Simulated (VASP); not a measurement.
Ti: single point with PBE

Crystal: Ti.

```
CELL_PARAMETERS angstrom
2.95000 0.00000 0.00000
-1.47500 2.55477 0.00000
0.00000 0.00000 4.59228
ATOMIC_POSITIONS crystal
Ti 0.33333 0.66667 0.25000
Ti 0.66667 0.33333 0.75000
```

This cell differs from its parent crystal: zz strain of -2 %.

```json
{
  "Program": "VASP 6.6.1",
  "Task": "single point",
  "Functional": "PBE",
  "Potentials or basis": "VASP PAW PBE potentials, release 64 (Ti_sv)",
  "Cutoff": "520 eV",
  "k mesh": "13 × 13 × 7",
  "Occupations": "fermi-dirac, width 0.08 eV",
  "Spin": "no spin polarisation"
}
```

- Pressure: 0.4 GPa
- Band gap on the k mesh: zero (bands 12 and 13 overlap by 1.10 eV)

Stress tensor (GPa, compression positive):
```
-0.23  0.00  0.00
 0.00 -0.23  0.00
 0.00  0.00  1.69
```

Levels at points of the mesh, in eV from the Fermi level:
| k point | band 10 | band 11 | band 12 | band 13 | band 14 | band 15 |
| --- | --- | --- | --- | --- | --- | --- |
| (0.00, 0.00, 0.00) | -2.68 | 0.76 | 0.76 | 0.95 | 1.01 | 1.29 |

Run time: 98 s on 1 thread of Intel Xeon 8259CL, on a shared host, peak memory 0.18 GiB.

Caveat: the cell differs from its parent crystal (zz strain of -2 %).
